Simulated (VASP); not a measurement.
## TmHOs: single point with PBE

TmHOs:

```xyz
3
Lattice="3.5524 0.0000 0.0000 0.0000 3.5524 0.0000 0.0000 0.0000 3.5969" Properties=species:S:1:pos:R:3 pbc="T T T"
Tm    1.7762    1.7762    1.7985
H     0.0000    0.0000    1.7985
Os    0.0000    0.0000    0.0000
```

```yaml
Program: VASP 6.6.1
Task: single point
Functional: PBE
Potentials_or_basis: VASP PAW PBE potentials, release 64 (Tm_3, H, Os), 4f in core
Cutoff: 600 eV
k_mesh: 10 × 10 × 10
Occupations: gaussian, width 0.1 eV
Spin: no spin polarisation
```

```yaml
Pressure: -10.3 GPa
Band_gap_on_the_k_mesh: zero (bands 9 and 10 overlap by 1.34 eV)
```

Stress tensor (GPa, compression positive):
```
-10.46   0.00   0.00
  0.00 -10.46   0.00
  0.00   0.00  -9.84
```

Levels at points of the mesh, in eV from the Fermi level:
```tsv
k point	band 5	band 6	band 7	band 8	band 9	band 10	band 11	band 12	band 13	band 14
(0.00, 0.00, 0.00)	-4.69	-2.96	-0.78	-0.78	-0.39	3.03	3.10	6.28	6.49	6.49
(0.50, 0.00, 0.00)	-2.84	-2.55	-1.06	-0.63	-0.34	0.99	1.07	2.13	2.48	5.37
(0.50, 0.50, 0.00)	-3.15	-1.91	-1.91	0.74	0.86	1.13	1.13	4.11	6.27	6.27
(0.00, 0.00, 0.50)	-3.51	-1.83	-1.20	-1.20	-0.43	0.09	0.86	2.85	2.85	5.15
(0.50, 0.00, 0.50)	-3.81	-3.74	-2.12	-1.48	-0.49	0.94	1.43	3.67	6.00	6.42
(0.50, 0.50, 0.50)	-2.18	-2.18	-1.61	-0.39	-0.39	-0.34	0.92	2.52	7.07	7.08
```

Run time: 39 s on 1 thread of Intel(R) Xeon(R) 6975P-C (Granite Rapids), on a shared host, peak memory 0.26 GiB.

Caveat: the cell stands under tension; spin-orbit coupling is left out, which moves the levels of the heavy elements; the 4f electrons are frozen in the core, so they carry no moment and show no levels. Spin polarisation is off, so any magnetic state and its effect on volume and gap are missing.
